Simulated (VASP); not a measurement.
Set up this calculation in VASP 6.6.1, as the native input.

```
Task                   : single point
Functional             : LDA
Potentials or basis    : VASP PAW LDA potentials, release 64 (Se)
Cutoff                 : 520 eV
k mesh                 : 14 × 14 × 14
Occupations            : gaussian, width 0.15 eV
Spin                   : no spin polarisation
Dipole correction      : no
Further INCAR settings : ALGO = Normal; EDIFF = 1e-06; NBANDS = 13
```

The structure of Se lies in POSCAR:

```
Se
1.0
    0.0000000000      2.8638326477      3.7229824420
    2.8638326477      0.0000000000      3.7229824420
    2.8638326477      2.8638326477      0.0000000000
Se
2
Direct
    0.5000000000      0.5000000000      0.5000000000
    0.7500000000      0.7500000000      0.7500000000
```

This cell differs from its parent crystal: ratio of the length along z to the lengths across it x 1.3, volume and fractional coordinates fixed.

These files were run (other wordings do the same):

INCAR

```
ALGO = Normal ; EDIFF = 1E-6
ENCUT = 520 ; ISIF = 2
ISMEAR = 0 ; LASPH = T
LCHARG = T ; LELF = T
LREAL = F ; LVHAR = T
LWAVE = F ; NBANDS = 13
NELM = 80 ; PREC = Accurate
SIGMA = 0.15
```

KPOINTS

```
k-points
0
Gamma
  14 14 14
```

Potentials or basis: VASP PAW LDA potentials, release 64 (Se).

Launch:

```sh
$ cat potpaw_LDA.64/Se/POTCAR > POTCAR
$ mpirun -np 1 vasp_std > vasp.out
```

Results of the run:

```yaml
Pressure: -4.1 GPa
Band_gap_on_the_k_mesh: zero (band 6 reaches 2.58 eV, above the bottom of band 7 at 1.28 eV)
```

Wall time 3.7 min on 1 thread of AMD EPYC 7R43 64-Core Processor (Zen 3), on a shared host, peak memory 0.24 GiB.
